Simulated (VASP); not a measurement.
Write the native input for VASP 6.6.1 that does the following.

* Task: single point
* Functional: PBE
* Potentials or basis: VASP PAW PBE potentials, release 64 (Sn_d)
* Cutoff: 520 eV
* k mesh: 11 × 11 × 11
* Occupations: fermi-dirac, width 0.05 eV
* Spin: no spin polarisation
* Dipole correction: no
* Further INCAR settings: ALGO = Normal; EDIFF = 1e-06; NBANDS = 13

The structure of Sn lies in POSCAR:

```
Sn
1.0
   -1.7379733663      1.7873059321      2.3538281599
    1.7379733663     -1.7873059321      2.3538281599
    1.7379733663      1.7873059321     -2.3538281599
Sn
1
Direct
    0.0000000000      0.0000000000      0.0000000000
```

This cell differs from its parent crystal: volume scaled by 1.02.

These files were run (other wordings do the same):

INCAR

```
SYSTEM = Sn
ALGO = Normal ; EDIFF = 1E-6
ENCUT = 520 ; GGA = PE
ISIF = 2 ; ISMEAR = -1
LASPH = .TRUE. ; LCHARG = .FALSE.
LREAL = .FALSE. ; LWAVE = .FALSE.
NBANDS = 13 ; NELM = 60
PREC = Accurate ; SIGMA = 0.05
```

KPOINTS

```
k-points
0
G
  11 11 11
  0 0 0
```

Potentials or basis: VASP PAW PBE potentials, release 64 (Sn_d).

Run with:

```console
$ cat potpaw_PBE.64/Sn_d/POTCAR > POTCAR
$ mpirun -np 1 vasp_std > vasp.out
```

It gave:

The pressure is -1.9 GPa. The band gap on the k mesh is zero (band 7 reaches 14.16 eV, above the bottom of band 8 at 5.57 eV).

Caveat: spin-orbit coupling is left out, which moves the levels of the heavy elements.

Wall time 58 s on 1 thread of AMD EPYC 7R43 64-Core Processor (Zen 3), with other jobs on the host, peak memory 0.17 GiB.
